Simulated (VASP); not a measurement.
# H9O4F in VASP: single point with LDA

Aim: the single point of H9O4F with LDA.

Program: VASP 6.6.1. These are calculated values, not measurements. Logs are shortened: lines on timing, memory, paths and dates and some standing lists are left out, and cuts for length are marked.

## Step 1: The cell of the first run

The cell holds an amorphous packing of atoms, 14 atoms: a = 5.360 Å, b = 5.360 Å, c = 5.360 Å, α = 90.00°, β = 90.00°, γ = 90.00°.

## Step 2: Single point, LDA

INCAR

```
SYSTEM = H9O4F
  PREC = Accurate
  ENCUT = 520
  EDIFF = 1E-6
  ISMEAR = -1
  SIGMA = 0.05
  LREAL = .False.
  LASPH = .True.
  NELM = 80
  ALGO = Normal
  ISIF = 2
  LWAVE = .False.
  LCHARG = .False.
  NBANDS = 33
```

KPOINTS

```
regular mesh
0
Gamma
  1 1 1
  0 0 0
```

POSCAR

```
H9O4F
1.0
    5.3601080000      0.0000000000      0.0000000000
    0.0000000000      5.3601080000      0.0000000000
    0.0000000000      0.0000000000      5.3601080000
O H F
4 9 1
Direct
    0.0984551836      0.1785961243      0.1836016428
    0.8448177045      0.2502423549      0.7840121197
    0.5746410887      0.6864572191      0.7112704001
    0.4784920135      0.9234790118      1.1151023813
    0.0012759187      0.2199152147      0.0241881858
    0.2570732319      0.0670238980      0.1418231716
    0.7872047868      0.0920446810      0.7125108342
    0.9839323390      0.3221716810      0.6691841017
    0.4296769240      0.6368985417      0.6068400723
    0.6612549650      0.5251446049      0.7452321656
    0.6290106776      1.0265145550      1.1285863234
    0.5042923794      0.8224573967      0.9550272812
    0.1388290022      0.3177510349      0.3355092665
    0.1766241851      0.4378514819      0.5236207539
```

Potentials or basis: VASP PAW LDA potentials, release 64 (O, H, F).

Command:

```sh
$ cat potpaw_LDA.64/O/POTCAR potpaw_LDA.64/H/POTCAR potpaw_LDA.64/F/POTCAR > POTCAR
$ mpirun -np 1 vasp_gam > vasp.out
```

OUTCAR:

```text
SYSTEM = H9O4F
   PREC = Accurate
   ENCUT = 520
   EDIFF = 1E-6
   ISMEAR = -1
   LREAL = .False.
   LASPH = .True.
   NELM = 80
   ISIF = 2

 ion  position               nearest neighbor table
   1  0.098  0.179  0.184-   5 1.02   6 1.06  13 1.13
   2  0.845  0.250  0.784-   7 0.98   8 1.04
   3  0.575  0.686  0.711-   9 0.99  10 1.00
   4  0.478  0.923  0.115-  11 0.98  12 1.02   6 1.42
   5  0.001  0.220  0.024-   1 1.02
   6  0.257  0.067  0.142-   1 1.06   4 1.42
   7  0.787  0.092  0.713-   2 0.98
   8  0.984  0.322  0.669-   2 1.04
   9  0.430  0.637  0.607-   3 0.99
  10  0.661  0.525  0.745-   3 1.00
  11  0.629  0.027  0.129-   4 0.98
  12  0.504  0.822  0.955-   4 1.02
  13  0.139  0.318  0.336-   1 1.13  14 1.21
  14  0.177  0.438  0.524-  13 1.21

  LATTYP: Found a simple cubic cell.
 ALAT       =     5.3601080000

  Lattice vectors:

 A1 = (   5.3601080000,   0.0000000000,   0.0000000000)
 A2 = (   0.0000000000,   5.3601080000,   0.0000000000)
 A3 = (   0.0000000000,   0.0000000000,   5.3601080000)

Analysis of symmetry for initial positions (statically):
=====================================================================
 Subroutine PRICEL returns:
 Original cell was already a primitive cell.

 Routine SETGRP: Setting up the symmetry group for a
 simple cubic supercell.

 Subroutine GETGRP returns: Found  1 space group operations
 (whereof  1 operations were pure point group operations)
 out of a pool of 48 trial point group operations.

The static configuration has the point symmetry C_1 .

Analysis of symmetry for dynamics (positions and initial velocities):
=====================================================================
 Subroutine PRICEL returns:
 Original cell was already a primitive cell.

 Routine SETGRP: Setting up the symmetry group for a
 simple cubic supercell.

 Subroutine GETGRP returns: Found  1 space group operations
 (whereof  1 operations were pure point group operations)
 out of a pool of 48 trial point group operations.

The dynamic configuration has the point symmetry C_1 .

 Subroutine INISYM returns: Found  1 space group operations
 (whereof  1 operations are pure point group operations),
 and found     1 'primitive' translations

----------------------------------------------------------------------------------------

                                     Primitive cell

  volume of cell :     154.0000

  direct lattice vectors                    reciprocal lattice vectors
     5.360108000  0.000000000  0.000000000     0.186563405  0.000000000  0.000000000
     0.000000000  5.360108000  0.000000000     0.000000000  0.186563405  0.000000000
     0.000000000  0.000000000  5.360108000     0.000000000  0.000000000  0.186563405

  length of vectors
     5.360108000  5.360108000  5.360108000     0.186563405  0.186563405  0.186563405

  position of ions in fractional coordinates (direct lattice)
     0.098455184  0.178596124  0.183601643
     0.844817705  0.250242355  0.784012120
     0.574641089  0.686457219  0.711270400
     0.478492014  0.923479012  0.115102381
     0.001275919  0.219915215  0.024188186
     0.257073232  0.067023898  0.141823172
     0.787204787  0.092044681  0.712510834
     0.983932339  0.322171681  0.669184102
     0.429676924  0.636898542  0.606840072
     0.661254965  0.525144605  0.745232166
     0.629010678  0.026514555  0.128586323
     0.504292379  0.822457397  0.955027281
     0.138829002  0.317751035  0.335509266
     0.176624185  0.437851482  0.523620754

  ion indices of the primitive-cell ions
   primitive index   ion index
                 1           1
                 2           2
                 3           3
                 4           4
                 5           5
                 6           6
                 7           7
                 8           8
                 9           9
                10          10
                11          11
                12          12
                13          13
                14          14

----------------------------------------------------------------------------------------

 KPOINTS: regular mesh

Automatic generation of k-mesh.
 Grid dimensions read from file:
 generate k-points for:    1    1    1

 Generating k-lattice:

  Cartesian coordinates                     Fractional coordinates (reciprocal lattice)
     0.186563405  0.000000000  0.000000000     1.000000000  0.000000000  0.000000000
     0.000000000  0.186563405  0.000000000     0.000000000  1.000000000  0.000000000
     0.000000000  0.000000000  0.186563405     0.000000000  0.000000000  1.000000000

  Length of vectors
     0.186563405  0.186563405  0.186563405

  Shift w.r.t. Gamma in fractional coordinates (k-lattice)
     0.000000000  0.000000000  0.000000000

 Subroutine IBZKPT returns following result:
 ===========================================

 Found      1 irreducible k-points:

 Following reciprocal coordinates:
            Coordinates               Weight
  0.000000  0.000000  0.000000      1.000000
   k-points           NKPTS =      1   k-points in BZ     NKDIM =      1   number of bands    NBANDS=     33
   number of dos      NEDOS =    301   number of ions     NIONS =     14
   total plane-waves  NPLWV =  64000
   dimension x,y,z NGX =    40 NGY =   40 NGZ =   40
   dimension x,y,z NGXF=    80 NGYF=   80 NGZF=   80
   ions per type =               4   9   1
   NGX,Y,Z   is equivalent  to a cutoff of  12.41, 12.41, 12.41 a.u.
   NGXF,Y,Z  is equivalent  to a cutoff of  24.81, 24.81, 24.81 a.u.
 SYSTEM =  H9O4F
   PREC   = accura    normal or accurate (medium, high low for compatibility)
   ISTART =      0    job   : 0-new  1-cont  2-samecut
   ICHARG =      2    charge: 1-file 2-atom 10-const
   ISPIN  =      1    spin polarized calculation?
   LNONCOLLINEAR =      F non collinear calculations
   LSORBIT =      F    spin-orbit coupling
   LASPH  =      T    aspherical Exc in radial PAW
   ENCUT  =  520.0 eV  38.22 Ry    6.18 a.u.   9.97  9.97  9.97*2*pi/ulx,y,z
   NELM   =     80;   NELMIN=  2; NELMDL= -5     # of ELM steps
   EDIFF  = 0.1E-05   stopping-criterion for ELM
   LREAL  =      F    real-space projection
   EDIFFG = 0.1E-04   stopping-criterion for IOM
   NSW    =      0    number of steps for IOM
   IBRION =     -1    ionic relax: 0-MD 1-quasi-New 2-CG
   NFREE  =      0    steps in history (QN), initial steepest desc. (CG)
   ISIF   =      2    stress and relaxation
   ISYM   =      2    0-nonsym 1-usesym 2-fastsym
   POTIM  = 0.5000    time-step for ionic-motion
   TEBEG  =    0.0;   TEEND  =   0.0 temperature during run
   PSTRESS=    0.0 pullay stress
   NELECT =      40.0000    total number of electrons
   NUPDOWN=      -1.0000    fix difference up-down
   EMIN   =  10.00;   EMAX   =-10.00  energy-range for DOS
   EFERMI =   0.00;   METHOD = LEGACY
   ISMEAR =    -1;   SIGMA  =   0.05  broadening in eV -4-tet -1-fermi 0-gaus
   EFERMI_NEDOS =   21; number of points for ismear=-14 and -15
   IALGO  =     38    algorithm
   IMIX   =      4    mixing-type and parameters
     AMIX     =   0.40;   BMIX     =  1.00
     AMIX_MAG =   1.60;   BMIX_MAG =  1.00
  volume/ion in A,a.u.               =      11.00        74.23
  Fermi-wavevector in a.u.,A,eV,Ry     =   1.044531  1.973877 14.844565  1.091045
  Thomas-Fermi vector in A             =   2.179288
   LORBIT       =      0    0 simple, 1 ext, 2 COOP (PROOUT), +10 PAW based schemes
   GGA     = CA    functional components
   LHFCALC =     F    Hartree Fock is set to
   AEXX    =    0.0000 exact exchange contribution
   IVDW    =     0    specifies the selected vdW correction
   LEPSILON=     F    determine dielectric tensor
   LRPA    =     F    only Hartree local field effects (RPA)
 non-spin polarized calculation
  energy-cutoff  :      520.00
  volume of cell :      154.00
 maximum number of plane-waves:      2070
 NGX is ok and might be reduce to    40
   NGX = 19   NGY = 19   NGZ = 19

 number of electron      39.9999975 magnetization

 Free energy of the ion-electron system (eV)
  ---------------------------------------------------
  ext. energy  EPLUGINS =         0.00000000
  ---------------------------------------------------
  free energy    TOTEN  =       -71.80109305 eV

  energy without entropy =      -71.80109305  energy(sigma->0) =      -71.80109305

 E-fermi :  -3.2061     XC(G=0):  -6.8975

 val. band max:       -4.5014762799   @ k =   0.0000   0.0000   0.0000
 cond. band min:       0.6072005054   @ k =   0.0000   0.0000   0.0000
 fundamental gap:      5.1086767853
 Fermi energy:        -3.2060685384

 k-point     1 :       0.0000    0.0000    0.0000
  band No.  band energies     occupation
      1     -24.9981      2.00000
      2     -22.8389      2.00000
      3     -22.3840      2.00000
      4     -22.1762      2.00000
      5     -21.5973      2.00000
      6     -11.3139      2.00000
[... 24 lines left out ...]
     31       8.4689      0.00000
     32       8.4755      0.00000
 [bands above 32 left out]

------------------------ aborting loop because EDIFF is reached ----------------------------------------

  FORCE on cell =-STRESS in cart. coord.  units (eV):
  Direction    XX          YY          ZZ          XY          YZ          ZX
  --------------------------------------------------------------------------------------
  -------------------------------------------------------------------------------------
  Total       -1.3794242     -1.1280304     -0.4636760     -0.7561225      0.2061461     -0.1296808
  in kB      -14.3511858    -11.7357473     -4.8239697     -7.8665106      2.1446927     -1.3491666
  external PRESSURE =     -10.3036343 kB  Pullay stress =       0.0000000 kB

 VOLUME and BASIS-vectors are now :
 -----------------------------------------------------------------------------
  energy-cutoff  :      520.00
  volume of cell :      154.00
      direct lattice vectors                 reciprocal lattice vectors
     5.360108000  0.000000000  0.000000000     0.186563405  0.000000000  0.000000000
     0.000000000  5.360108000  0.000000000     0.000000000  0.186563405  0.000000000
     0.000000000  0.000000000  5.360108000     0.000000000  0.000000000  0.186563405

 POSITION                                       TOTAL-FORCE (eV/Angst)
 -----------------------------------------------------------------------------------
      0.52773      0.95729      0.98412         0.055142     -0.162472     -0.193958
      4.52831      1.34133      4.20239         0.102303      0.186143      0.026593
      3.08014      3.67948      3.81249        -0.100355     -0.037960      0.089216
      2.56477      4.94995      0.61696         0.091156      0.228264      0.020504
      0.00684      1.17877      0.12965        -0.041833      0.108519      0.111308
      1.37794      0.35926      0.76019         0.077940     -0.009734      0.140332
      4.21950      0.49337      3.81914        -0.082157     -0.082714     -0.054222
      5.27398      1.72688      3.58690         0.038900      0.043036     -0.011933
      2.30311      3.41384      3.25273        -0.062220     -0.086943      0.071204
      3.54440      2.81483      3.99452         0.031565      0.001388      0.012924
      3.37157      0.14212      0.68924        -0.087428     -0.035508      0.118181
      2.70306      4.40846      5.11905        -0.010272     -0.226851     -0.266888
      0.74414      1.70318      1.79837        -0.065719     -0.109942     -0.290280
      0.94672      2.34693      2.80666         0.052978      0.184774      0.227018
 -----------------------------------------------------------------------------------
    total drift:                               -0.000881      0.000715     -0.000030

  FREE ENERGIE OF THE ION-ELECTRON SYSTEM (eV)
  ---------------------------------------------------
  free  energy   TOTEN  =       -71.8010930533 eV

  energy  without entropy=      -71.8010930533  energy(sigma->0) =      -71.80109305
```

Run time: 4.9 s. Hardware: 1 thread of AMD EPYC 7R13 (Zen 3), shared host; peak memory 0.14 GiB.

Results:

```
Free energy            : -71.8011 eV
Pressure               : -1.0 GPa
Largest force          : 0.350 eV/Å
Band gap on the k mesh : 5.11 eV
```

Forces in eV/Å, atoms in the order of the input:
```
O    0.055 -0.162 -0.194
O    0.102  0.186  0.027
O   -0.100 -0.038  0.089
O    0.091  0.228  0.021
H   -0.042  0.109  0.111
H    0.078 -0.010  0.140
H   -0.082 -0.083 -0.054
H    0.039  0.043 -0.012
H   -0.062 -0.087  0.071
H    0.032  0.001  0.013
H   -0.087 -0.036  0.118
H   -0.010 -0.227 -0.267
H   -0.066 -0.110 -0.290
F    0.053  0.185  0.227
```

Stress tensor (GPa, compression positive):
```
-1.44 -0.79 -0.13
-0.79 -1.17  0.21
-0.13  0.21 -0.48
```

Levels at points of the mesh, in eV from the valence-band top:
| k point | band 18 | band 19 | band 20 | band 21 | band 22 | band 23 |
| --- | --- | --- | --- | --- | --- | --- |
| (0.00, 0.00, 0.00) | -0.63 | -0.16 | 0.00 | 5.11 | 8.94 | 9.43 |

Caveat: the k points lie up to 1.17 Å⁻¹ apart.
